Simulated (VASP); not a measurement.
Here is a VASP 6.6.1 calculation.

The input INCAR:

```
SYSTEM = LaC
ALGO = Normal
EDIFF = 1E-6
ENCUT = 520
GGA = PE
ISIF = 2
ISMEAR = 0
LASPH = .True.
LCHARG = .True.
LELF = .True.
LREAL = .False.
LVHAR = .True.
LWAVE = .False.
NBANDS = 14
NELM = 80
PREC = Accurate
SIGMA = 0.05
```

The input KPOINTS:

```
k-points
0
Gamma
  12 12 12
  0 0 0
```

The input POSCAR:

```
LaC
1.0
    0.0000000000      2.6320000000      2.6320000000
    2.6320000000      0.0000000000      2.6320000000
    2.6320000000      2.6320000000      0.0000000000
La C
1 1
Direct
    0.5000000000      0.5000000000      0.5000000000
    0.0000000000      0.0000000000      0.0000000000
```

Potentials or basis: VASP PAW PBE potentials, release 64 (La, C).

Run with:

```console
$ cat potpaw_PBE.64/La/POTCAR potpaw_PBE.64/C/POTCAR > POTCAR
$ mpirun -np 1 vasp_std > vasp.out
```

Question: Estimate the band gap on the k mesh.

Answer: Zero (an odd number of electrons rules out a gap without spin polarisation).

Question: What does it give for the pressure?

Answer: 8.9 GPa.

Caveat: the cell stands under pressure; spin-orbit coupling is left out, which moves the levels of the heavy elements.
